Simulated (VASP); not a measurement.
Here is a VASP 6.6.1 calculation.

The input INCAR:

```
  PREC = Accurate
  ENCUT = 500
  EDIFF = 1E-6
  ISMEAR = -1
  SIGMA = 0.05
  LREAL = F
  LASPH = T
  NELM = 120
  ALGO = Normal
  ISIF = 2
  LWAVE = F
  LCHARG = F
  GGA = PE
  NBANDS = 12
  GGA_COMPAT = F
```

The input KPOINTS:

```
regular mesh
0
Gamma
  14 14 14
```

The input POSCAR:

```
Ta
1.0
    0.0000000000      2.1113233631      2.1113233631
    2.1113233631      0.0000000000      2.1113233631
    2.1113233631      2.1113233631      0.0000000000
Ta
1
Direct
    0.0000000000      0.0000000000      0.0000000000
```

Potentials or basis: VASP PAW PBE potentials, release 64 (Ta_pv).

The run is started by

```sh
$ cat potpaw_PBE.64/Ta_pv/POTCAR > POTCAR
$ mpirun -np 1 vasp_std > vasp.out
```

Task: What does it give for the pressure?

Result: 0.0 GPa.
